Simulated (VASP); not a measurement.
Here is a VASP 6.6.1 calculation.

The input INCAR:

```
SYSTEM = Ta4C3
PREC     = Accurate       ! precision mode
ENCUT    = 520            ! plane-wave cutoff, eV
EDIFF    = 1E-6           ! SCF threshold, eV
ISMEAR   = 0              ! smearing method
SIGMA    = 0.15           ! smearing width, eV
LREAL    = .False.        ! projectors in reciprocal space
LASPH    = .True.         ! aspherical terms in the spheres
NELM     = 100            ! most SCF steps
ALGO     = Fast           ! electronic algorithm
ISIF     = 2              ! what is computed and relaxed
LWAVE    = .False.        ! write WAVECAR
LCHARG   = .False.        ! write CHGCAR
GGA      = PS             ! functional
NBANDS   = 37             ! bands
ISYM     = 0
```

File KPOINTS:

```
Automatic mesh
0
Gamma
  14 14 4
  0 0 0
```

POSCAR

```
Ta4C3
1.0
   -3.1032734570      0.0000000000      0.0000000000
   -1.5516367285     -2.6875136487      0.0000000000
    1.5516367285      0.8958378829     12.1645109918
Ta C
4 3
Direct
    0.3531512745      0.3531512745      0.3083038235
    0.6177626162      0.6177626162      0.1021378486
    0.1615161879      0.1615161879      0.7333985637
    0.7597588450      0.7597588450      0.5281265351
    0.4611269520      0.4611269520      0.6322308559
    0.9830338858      0.9830338858      0.1979516575
    0.0570025924      0.0570025924      0.4198577772
```

Potentials or basis: VASP PAW PBE potentials, release 64 (Ta_pv, C).

Command:

```console
$ cat potpaw_PBE.64/Ta_pv/POTCAR potpaw_PBE.64/C/POTCAR > POTCAR
$ mpirun -np 1 vasp_std > vasp.out
```

Question: Estimate the pressure.

Answer: -4.8 GPa.

Question: What does it give for the largest force?

Answer: 0.785 eV/Å.

Question: Estimate the band gap on the k mesh.

Answer: Zero (bands 28 and 29 overlap by 0.37 eV).

Forces on the atoms (eV/Å):
```
Ta   0.000  0.000 -0.083
Ta   0.000  0.000 -0.080
Ta   0.000  0.000 -0.139
Ta   0.000  0.000  0.028
C    0.000  0.000  0.785
C    0.000  0.000 -0.477
C    0.000  0.000 -0.034
```

Caveat: the cell differs from its parent crystal (the distance across one plane changed); the cell stands under tension; the PAW data sets were made with another functional, which shifts forces and pressure a little; spin-orbit coupling is left out, which moves the levels of the heavy elements.
